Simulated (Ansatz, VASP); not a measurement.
Cd3Se2S: VASP beside Ansatz

File INCAR:

```
SYSTEM = Cd3Se2S
ALGO     = Normal         ! electronic algorithm
EDIFF    = 1E-7           ! SCF threshold, eV
EDIFFG   = -0.01          ! ionic threshold
ENCUT    = 600            ! plane-wave cutoff, eV
GGA      = PE             ! functional
IBRION   = 2              ! ionic algorithm
ISIF     = 3              ! what is computed and relaxed
ISMEAR   = 0              ! smearing method
LASPH    = .True.         ! aspherical terms in the spheres
LCHARG   = .False.        ! write CHGCAR
LREAL    = .False.        ! projectors in reciprocal space
LWAVE    = .False.        ! write WAVECAR
NELM     = 80             ! most SCF steps
NSW      = 100            ! ionic steps
PREC     = Accurate       ! precision mode
SIGMA    = 0.02           ! smearing width, eV
```

KPOINTS

```
k-points
0
Gamma
  12 12 4
  0 0 0
```

The input POSCAR:

```
Cd3Se2S
1.0
    4.3155832000      0.0000000000      0.0000000000
   -2.1577916000      3.7374047000      0.0000000000
    0.0000000000      0.0000000000     10.5861007000
Cd Se S
3 2 1
Direct
    0.3333333000      0.6666667000      0.0002900000
    0.6666667000      0.3333333000      0.6578390000
    0.0000000000      0.0000000000      0.3424180000
    0.6666667000      0.3333333000      0.9113260000
    0.3333333000      0.6666667000      0.2531820000
    0.0000000000      0.0000000000      0.5849460000
```

Input for Ansatz:

```yaml
crystal:
  lattice:
    - [4.3155832, 0.0, 0.0]
    - [-2.1577916, 3.7374047, 0.0]
    - [0.0, 0.0, 10.5861007]
  atoms:
    - { symbol: Cd, position: [0.3333333, 0.6666667, 0.00029] }
    - { symbol: Cd, position: [0.6666667, 0.3333333, 0.657839] }
    - { symbol: Cd, position: [0.0, 0.0, 0.342418] }
    - { symbol: Se, position: [0.6666667, 0.3333333, 0.911326] }
    - { symbol: Se, position: [0.3333333, 0.6666667, 0.253182] }
    - { symbol: S, position: [0.0, 0.0, 0.584946] }
basis:
  ecutwfc: 420
kpoints:
  mp_grid: { grid: [12, 12, 4] }
hamiltonian:
  xc: pbe
scf:
  occupations: { method: gaussian, width: 0.02 }
output:
  forces: true
  stress: true
  eigenvalues: true
relax:
  adjacent_minimum: "off"
  f_tol: 0.01
  max_steps: 80
  cell: { stress_tol: 0.05 }
```

Alike in both runs: task relaxation of cell and atoms; functional PBE; k mesh 12 × 12 × 4; occupations gaussian, width 0.02 eV; no spin polarisation.

|  | VASP | Ansatz |
| --- | --- | --- |
| version | VASP 6.6.1 | Ansatz 0.2.0 |
| potentials or method | VASP PAW PBE potentials, release 64 (Cd, Se, S), cutoff 600 eV | scalar-relativistic, plane waves, PAW |
| valence electrons in the cell | 54 | 98 |

Ansatz gave:

```
gap on the k mesh at the Fermi level, each at its own relaxed structure (eV) : 0.56
relaxed volume (Å³/atom)                                                     : 28.46
relaxed cell length with the largest relative difference (Å)                 : 10.586
```

**Question.** Estimate VASP's values.

**Answer.** gap on the k mesh at the Fermi level, each at its own relaxed structure (eV): 0.55; relaxed volume (Å³/atom): 28.59; relaxed cell length with the largest relative difference (Å): 10.602.

VASP's potentials hold 54 valence electrons a cell and Ansatz's 98, so a difference there can come from the potentials and not from the codes.
